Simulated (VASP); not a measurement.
# InO in VASP: notebook, part 2 of 2

VASP 6.6.1. The steps go on from the part before.

### Step 4. Single point, PBEsol+D3(BJ)

This run uses another cell than the first one, of the same volume but with other edges.

INCAR reads:

```
ALGO = Normal
EDIFF = 1E-6
ENCUT = 520
GGA = PS
ISIF = 2
ISMEAR = 0
IVDW = 12
LASPH = True
LCHARG = False
LREAL = False
LWAVE = False
NBANDS = 27
NELM = 60
PREC = Accurate
SIGMA = 0.03
```

KPOINTS reads:

```
k-points
0
Gamma
  12 12 4
```

POSCAR reads:

```
InO
1.0
    3.6458667838      0.0000000000      0.0000000000
   -1.8229333919      3.1574132536      0.0000000000
    0.0000000000      0.0000000000     14.2467935377
In O
2 2
Direct
    0.6666666667      0.3333333333      0.5900210000
    0.6666666667      0.3333333333      0.4099790000
    0.0000000000      0.0000000000      0.6398670000
    0.0000000000      0.0000000000      0.3601330000
```

Potentials or basis: VASP PAW PBE potentials, release 64 (In_d, O).

Run with:

```
cat potpaw_PBE.64/In_d/POTCAR potpaw_PBE.64/O/POTCAR > POTCAR
mpirun -np 1 vasp_std > vasp.out
```

OUTCAR:

```text
EDIFF = 1E-6
   ENCUT = 520
   GGA = PS
   ISIF = 2
   ISMEAR = 0
   IVDW = 12
   LASPH = True
   LREAL = False
   NELM = 60
   PREC = Accurate
 IVDW          = 12

 ion  position               nearest neighbor table
   1  0.667  0.333  0.590-   3 2.22   3 2.22   3 2.22   2 2.57
   2  0.667  0.333  0.410-   4 2.22   4 2.22   4 2.22   1 2.57
   3  0.000  0.000  0.640-   1 2.22   1 2.22   1 2.22
   4  0.000  0.000  0.360-   2 2.22   2 2.22   2 2.22

  LATTYP: Found a hexagonal cell.
 ALAT       =     3.6458667838
 C/A-ratio  =     3.9076560891

  Lattice vectors:

 A1 = (   3.6458667838,   0.0000000000,   0.0000000000)
 A2 = (  -1.8229333919,   3.1574132536,   0.0000000000)
 A3 = (   0.0000000000,   0.0000000000,  14.2467935377)

Analysis of symmetry for initial positions (statically):
=====================================================================
 Subroutine PRICEL returns:
 Original cell was already a primitive cell.

 Routine SETGRP: Setting up the symmetry group for a
 hexagonal supercell.

 Subroutine GETGRP returns: Found 12 space group operations
 (whereof 12 operations were pure point group operations)
 out of a pool of 24 trial point group operations.

The static configuration has the point symmetry D_3h.

Analysis of symmetry for dynamics (positions and initial velocities):
=====================================================================
 Subroutine PRICEL returns:
 Original cell was already a primitive cell.

 Routine SETGRP: Setting up the symmetry group for a
 hexagonal supercell.

 Subroutine GETGRP returns: Found 12 space group operations
 (whereof 12 operations were pure point group operations)
 out of a pool of 24 trial point group operations.

The dynamic configuration has the point symmetry D_3h.

[... 118 lines left out ...]
   EFERMI_NEDOS =   21; number of points for ismear=-14 and -15
   IALGO  =     38    algorithm
   IMIX   =      4    mixing-type and parameters
     AMIX     =   0.40;   BMIX     =  1.00
     AMIX_MAG =   1.60;   BMIX_MAG =  1.00
  volume/ion in A,a.u.               =      41.00       276.69
  Fermi-wavevector in a.u.,A,eV,Ry     =   1.005510  1.900138 13.756166  1.011050
  Thomas-Fermi vector in A             =   2.138194
   LORBIT       =      0    0 simple, 1 ext, 2 COOP (PROOUT), +10 PAW based schemes
   GGA     = PS    functional components
   LHFCALC =     F    Hartree Fock is set to
   AEXX    =    0.0000 exact exchange contribution
   IVDW    =    12    specifies the selected vdW correction
   LEPSILON=     F    determine dielectric tensor
   LRPA    =     F    only Hartree local field effects (RPA)
 non-spin polarized calculation
 Gauss-broadening in eV      SIGMA  =   0.03
  energy-cutoff  :      520.00
  volume of cell :      164.00
 maximum number of plane-waves:      4436
 NGX is ok and might be reduce to    28

 number of electron      37.9999983 magnetization

 Free energy of the ion-electron system (eV)
  ---------------------------------------------------
  ext. energy  EPLUGINS =         0.00000000
  ---------------------------------------------------
  free energy    TOTEN  =       -20.15642118 eV

  energy without entropy =      -20.15642118  energy(sigma->0) =      -20.15642118

 E-fermi :  -1.5659     XC(G=0):  -5.0832

 val. band max:       -1.6758353922   @ k =   0.1667   0.1667   0.5000
 cond. band min:      -1.4640540103   @ k =   0.0000   0.0000   0.5000
 fundamental gap:      0.2117813819
 Fermi energy:        -1.5658644287

 k-point     1 :       0.0000    0.0000    0.0000
  band No.  band energies     occupation
      1     -18.6185      2.00000
      2     -18.5725      2.00000
      3     -15.5062      2.00000
      4     -15.2093      2.00000
      5     -15.2093      2.00000
      6     -15.0608      2.00000
[... 709 lines left out ...]
     26       6.4121      0.00000
     27       7.5553      0.00000

 [... further k-points ...]

------------------------ aborting loop because EDIFF is reached ----------------------------------------

 Edisp (eV)   -0.45651

 E8    (eV) :    -0.3151

  FORCE on cell =-STRESS in cart. coord.  units (eV):
  Direction    XX          YY          ZZ          XY          YZ          ZX
  --------------------------------------------------------------------------------------
  -------------------------------------------------------------------------------------
  Total      -7.28504    -7.28504     3.93247     0.00000    -0.00000     0.00000
  in kB     -71.16942   -71.16942    38.41724     0.00000    -0.00000     0.00000
  external pressure =      -34.64 kB  Pullay stress =        0.00 kB

 VOLUME and BASIS-vectors are now :
 -----------------------------------------------------------------------------
  energy-cutoff  :      520.00
  volume of cell :      164.00
      direct lattice vectors                 reciprocal lattice vectors
     3.645866784  0.000000000  0.000000000     0.274283198  0.158357478  0.000000000
    -1.822933392  3.157413254  0.000000000     0.000000000  0.316714956  0.000000000
     0.000000000  0.000000000 14.246793538     0.000000000  0.000000000  0.070191233

 POSITION                                       TOTAL-FORCE (eV/Angst)
 -----------------------------------------------------------------------------------
      1.82293      1.05247      8.40591        -0.000000      0.000000      2.150181
      1.82293      1.05247      5.84089         0.000000     -0.000000     -2.150181
      0.00000      0.00000      9.11605        -0.000000      0.000000     -0.371089
      0.00000      0.00000      5.13074        -0.000000      0.000000      0.371089
 -----------------------------------------------------------------------------------
    total drift:                                0.000001     -0.000000      0.000000

  FREE ENERGIE OF THE ION-ELECTRON SYSTEM (eV)
  ---------------------------------------------------
  free  energy   TOTEN  =       -20.6129346958 eV

  energy  without entropy=      -20.6129346934  energy(sigma->0) =      -20.61293469
```

stdout:

```text
POSCAR found type information on POSCAR InO
 POSCAR found :  2 types and       4 ions
 scaLAPACK will be used
 -----------------------------------------------------------------------------
|                                                                             |
|                                                                             |
|     You enforced a specific xc type in the INCAR file but a different       |
|     I HOPE YOU KNOW WHAT YOU ARE DOING!                                     |
|                                                                             |
 -----------------------------------------------------------------------------

 LDA part: xc-table for (Slater+PW92), standard interpolation
 POSCAR, INCAR and KPOINTS ok, starting setup
 FFT: planning ... GRIDC
 FFT: planning ... GRID_SOFT
 FFT: planning ... GRID
 WAVECAR not read
 entering main loop
```

Run time: 5.4 min. Hardware: 1 thread of Intel Xeon Platinum 8259CL at 2.50GHz (Skylake/Cascade Lake), shared host; peak memory 0.4 GiB.

What came out:

```
Free energy                : -20.6129 eV
Largest force              : 2.150 eV/Å
Band gap on the k mesh     : 0.21 eV (least direct gap 0.79 eV)
Dispersion energy per atom : -0.114 eV
```

Forces on the atoms (eV/Å):
```
In   0.000  0.000  2.150
In   0.000  0.000 -2.150
O    0.000  0.000 -0.371
O    0.000  0.000  0.371
```

Levels at points of the mesh, in eV from the valence-band top:
| k point | band 16 | band 17 | band 18 | band 19 | band 20 | band 21 | band 22 | band 23 |
| --- | --- | --- | --- | --- | --- | --- | --- | --- |
| (0.00, 0.00, 0.00) | -1.61 | -1.54 | -1.54 | -0.58 | 0.21 | 3.33 | 6.16 | 6.49 |
| (0.50, 0.00, 0.00) | -2.34 | -2.25 | -1.35 | -0.24 | 2.25 | 3.83 | 5.99 | 6.09 |
| (0.00, 0.00, 0.50) | -1.61 | -1.54 | -1.54 | -0.58 | 0.21 | 3.33 | 5.96 | 6.91 |
| (0.50, 0.00, 0.50) | -2.34 | -2.25 | -1.35 | -0.24 | 2.25 | 3.83 | 5.99 | 6.09 |

Caveat: there is no dipole correction, which matters where the two faces differ; semilocal functionals underestimate gaps, and a narrow one can read as zero; the PAW data sets were made with another functional, which shifts forces and pressure a little; spin-orbit coupling is left out, which moves the levels of the heavy elements.

### Step 5. Single point, PBEsol+D3(BJ)

This run uses another cell than the first one, of the same volume but with other edges.

INCAR reads:

```
SYSTEM = InO
PREC     = Accurate       ! precision mode
ENCUT    = 520            ! plane-wave cutoff, eV
EDIFF    = 1E-6           ! SCF threshold, eV
ISMEAR   = 0              ! smearing method
SIGMA    = 0.03           ! smearing width, eV
LREAL    = .False.        ! projectors in reciprocal space
LASPH    = .True.         ! aspherical terms in the spheres
NELM     = 60             ! most SCF steps
ALGO     = Normal         ! electronic algorithm
ISIF     = 2              ! what is computed and relaxed
LWAVE    = .False.        ! write WAVECAR
LCHARG   = .True.         ! write CHGCAR
GGA      = PS             ! functional
IVDW     = 12             ! dispersion correction
LELF     = .True.         ! ELF
LVHAR    = .True.       
NBANDS   = 27             ! bands
```

KPOINTS reads:

```
Automatic mesh
0
Gamma
  12 12 4
  0 0 0
```

POSCAR reads:

```
InO
1.0
    3.5509494950      0.0000000000      0.0000000000
   -1.7754747475      3.0752124702      0.0000000000
    0.0000000000      0.0000000000     15.0186097210
In O
2 2
Direct
    0.6666666667      0.3333333333      0.5900210000
    0.6666666667      0.3333333333      0.4099790000
    0.0000000000      0.0000000000      0.6398670000
    0.0000000000      0.0000000000      0.3601330000
```

Potentials or basis: VASP PAW PBE potentials, release 64 (In_d, O).

Run with:

```
cat potpaw_PBE.64/In_d/POTCAR potpaw_PBE.64/O/POTCAR > POTCAR
mpirun -np 1 vasp_std > vasp.out
```

OUTCAR:

```text
SYSTEM = InO
   PREC = Accurate
   ENCUT = 520
   EDIFF = 1E-6
   ISMEAR = 0
   LREAL = .False.
   LASPH = .True.
   NELM = 60
   ISIF = 2
   GGA = PS
   IVDW = 12
 IVDW          = 12

 ion  position               nearest neighbor table
   1  0.667  0.333  0.590-   3 2.18   3 2.18   3 2.18   2 2.70
   2  0.667  0.333  0.410-   4 2.18   4 2.18   4 2.18   1 2.70
   3  0.000  0.000  0.640-   1 2.18   1 2.18   1 2.18
   4  0.000  0.000  0.360-   2 2.18   2 2.18   2 2.18

  LATTYP: Found a hexagonal cell.
 ALAT       =     3.5509494950
 C/A-ratio  =     4.2294630611

[... 921 lines left out ...]
  Direction    XX          YY          ZZ          XY          YZ          ZX
  --------------------------------------------------------------------------------------
  -------------------------------------------------------------------------------------
  Total      -5.15898    -5.15898     1.00208     0.00000    -0.00000     0.00000
  in kB     -50.39939   -50.39939     9.78958     0.00000    -0.00000     0.00000
  external pressure =      -30.34 kB  Pullay stress =        0.00 kB

 VOLUME and BASIS-vectors are now :
 -----------------------------------------------------------------------------
  energy-cutoff  :      520.00
  volume of cell :      164.00
      direct lattice vectors                 reciprocal lattice vectors
     3.550949495  0.000000000  0.000000000     0.281614819  0.162590392  0.000000000
    -1.775474747  3.075212470  0.000000000     0.000000000  0.325180783  0.000000000
     0.000000000  0.000000000 15.018609721     0.000000000  0.000000000  0.066584059

 POSITION                                       TOTAL-FORCE (eV/Angst)
 -----------------------------------------------------------------------------------
      1.77547      1.02507      8.86130        -0.000000      0.000000      0.927260
      1.77547      1.02507      6.15731         0.000000      0.000000     -0.927260
      0.00000      0.00000      9.60991         0.000000     -0.000000     -0.334825
      0.00000      0.00000      5.40870         0.000000     -0.000000      0.334825
 -----------------------------------------------------------------------------------
    total drift:                               -0.000001      0.000000      0.000000

  FREE ENERGIE OF THE ION-ELECTRON SYSTEM (eV)
  ---------------------------------------------------
  free  energy   TOTEN  =       -21.0690685946 eV

  energy  without entropy=      -21.0690685946  energy(sigma->0) =      -21.06906859
```

stdout:

```text
POSCAR found type information on POSCAR InO
 POSCAR found :  2 types and       4 ions
 scaLAPACK will be used
 -----------------------------------------------------------------------------
|                                                                             |
|                                                                             |
|     You enforced a specific xc type in the INCAR file but a different       |
|     I HOPE YOU KNOW WHAT YOU ARE DOING!                                     |
|                                                                             |
 -----------------------------------------------------------------------------

 LDA part: xc-table for (Slater+PW92), standard interpolation
 POSCAR, INCAR and KPOINTS ok, starting setup
 FFT: planning ... GRIDC
 FFT: planning ... GRID_SOFT
 FFT: planning ... GRID
 WAVECAR not read
 entering main loop
```

Wall time 5.7 min (1 thread of Intel Xeon Platinum 8259CL at 2.50GHz (Skylake/Cascade Lake), shared host); peak memory 0.42 GiB.

Results:

| Item | Value |
| --- | --- |
| Free energy | -21.0691 eV |
| Largest force | 0.927 eV/Å |
| Band gap on the k mesh | 0.38 eV (least direct gap 0.91 eV) |
| Dispersion energy per atom | -0.119 eV |

Forces in eV/Å, atoms in the order of the input:
```
In   0.000  0.000  0.927
In   0.000  0.000 -0.927
O    0.000  0.000 -0.335
O    0.000  0.000  0.335
```

Levels at points of the mesh, in eV from the valence-band top:
| k point | band 17 | band 18 | band 19 | band 20 | band 21 | band 22 |
| --- | --- | --- | --- | --- | --- | --- |
| (0.00, 0.00, 0.00) | -1.52 | -1.52 | -0.53 | 0.38 | 3.36 | 6.30 |
| (0.50, 0.00, 0.00) | -2.30 | -1.56 | -0.16 | 2.36 | 4.09 | 5.80 |
| (0.00, 0.00, 0.50) | -1.52 | -1.52 | -0.53 | 0.38 | 3.36 | 6.11 |
| (0.50, 0.00, 0.50) | -2.30 | -1.56 | -0.16 | 2.36 | 4.09 | 5.80 |

Caveat: there is no dipole correction, which matters where the two faces differ; semilocal functionals underestimate gaps, and a narrow one can read as zero; the PAW data sets were made with another functional, which shifts forces and pressure a little; spin-orbit coupling is left out, which moves the levels of the heavy elements.

### Step 6. The runs side by side

| cell | gap on the mesh (eV) | largest force (eV/Å) |
| --- | --- | --- |
| a = 3.346, b = 3.346, c = 16.919 Å, angles 90.0, 90.0, 120.0°, 4 atoms | none | 0.72 |
| a = 3.164, b = 3.164, c = 18.912 Å, angles 90.0, 90.0, 120.0°, 4 atoms | none | 1.21 |
| a = 3.646, b = 3.646, c = 14.247 Å, angles 90.0, 90.0, 120.0°, 4 atoms | 0.21 | 2.15 |
| a = 3.551, b = 3.551, c = 15.019 Å, angles 90.0, 90.0, 120.0°, 4 atoms | 0.38 | 0.93 |

Alike in all rows: task single point; level PBEsol+D3(BJ); potentials or basis VASP PAW PBE potentials, release 64 (In_d, O); no spin polarisation; k mesh 12 × 12 × 4; cutoff (eV) 520; smearing gaussian 0.03 eV.

Caveats: there is no dipole correction, which matters where the two faces differ; the PAW data sets were made with another functional, which shifts forces and pressure a little; spin-orbit coupling is left out, which moves the levels of the heavy elements; semilocal functionals underestimate gaps, and a narrow one can read as zero (at least some runs).

Absolute energies hang on the potentials; compare differences alone.

The gap in the log of VASP goes by the Fermi energy; the results here count the filled bands.